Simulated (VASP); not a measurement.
Here is a VASP 6.6.1 calculation.

The input INCAR:

```
SYSTEM = Sn
ALGO = Normal
EDIFF = 1E-6
EDIFFG = -0.005
ENCUT = 600
GGA = PE
IBRION = 2
ISIF = 3
ISMEAR = -1
LASPH = .True.
LCHARG = .False.
LREAL = .False.
LWAVE = .False.
NELM = 60
NSW = 60
PREC = Accurate
SIGMA = 0.05
```

KPOINTS

```
k-points
0
Gamma
  14 14 14
  0 0 0
```

File POSCAR:

```
Sn
1.0
   -1.9129311828      1.9129311828      1.9129311828
    1.9129311828     -1.9129311828      1.9129311828
    1.9129311828      1.9129311828     -1.9129311828
Sn
1
Direct
    0.0000000000      0.0000000000      0.0000000000
```

Potentials or basis: VASP PAW PBE potentials, release 64 (Sn_d).

Command:

```sh
$ cat potpaw_PBE.64/Sn_d/POTCAR > POTCAR
$ mpirun -np 1 vasp_std > vasp.out
```

Question: What does it give for the relaxed volume?

Answer: 27.61 Å³/atom.

Question: What does it give for the relaxed cell?

Answer: a = 3.298 Å, b = 3.298 Å, c = 3.298 Å, α = 109.47°, β = 109.47°, γ = 109.47°.

The path:
```csv
step,energy change (eV),largest force (eV/Å),pressure (GPa),volume (Å³)
1,0.0000,0.0000,-0.60,28.00
2,-0.0008,0.0000,0.07,27.57
3,-0.0008,0.0000,-0.01,27.61
```
